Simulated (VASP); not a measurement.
## Nb: relaxation of cell and atoms with RPBE

Nb:

```
Nb
1.0
     0.00000    2.11500    2.11500
     2.11500    0.00000    2.11500
     2.11500    2.11500    0.00000
Nb
1
Direct
  0.00000 0.00000 0.00000
```

```yaml
Program: VASP 6.6.1
Task: relaxation of cell and atoms
Functional: RPBE
Potentials_or_basis: VASP PAW PBE potentials, release 64 (Nb_sv)
Cutoff: 600 eV
k_mesh: 11 × 11 × 11
Occupations: fermi-dirac, width 0.05 eV
Spin: no spin polarisation
Dipole_correction: no
Further_INCAR_settings: ALGO = Normal; EDIFF = 1e-07; IBRION = 2; EDIFFG = -0.01; NSW = 60; ISIF = 3
```

```
Relaxed volume                         : 18.99 Å³/atom
Relaxed cell                           : a = 2.995 Å, b = 2.995 Å, c = 2.995 Å, α = 60.00°, β = 60.00°, γ = 60.00°
Space group after relaxing (to 0.05 Å) : Fm-3m (No. 225)
Energy gained by relaxing              : 0.1 meV/atom
Ionic steps                            : 3
Pressure after relaxing                : 0.0 GPa
```

The path:
```
step  energy change (eV)  largest force (eV/Å)  pressure (GPa)  volume (Å³)
   1              0.0000                0.0000            0.61        18.92
   2              0.0003                0.0000           -1.00        19.12
   3             -0.0001                0.0000            0.01        18.99
```

Final structure:
```xyz
1
Lattice="0.0000 2.1177 2.1177 2.1177 0.0000 2.1177 2.1177 2.1177 0.0000" Properties=species:S:1:pos:R:3 pbc="T T T"
Nb    0.0000    0.0000    0.0000
```

Levels at points of the mesh, in eV from the Fermi level:
```tsv
k point	band 4	band 5	band 6	band 7	band 8	band 9
(0.00, 0.00, 0.00)	-30.26	-6.22	0.09	0.09	0.09	2.65
```

Run time: 20 s on 1 thread of Intel(R) Xeon(R) Platinum 8259CL CPU @ 2.50GHz (Skylake/Cascade Lake), on a shared host, peak memory 0.15 GiB.

Caveat: the PAW data sets were made with another functional, which shifts forces and pressure a little. Zero-point motion and thermal expansion aren't in these numbers.
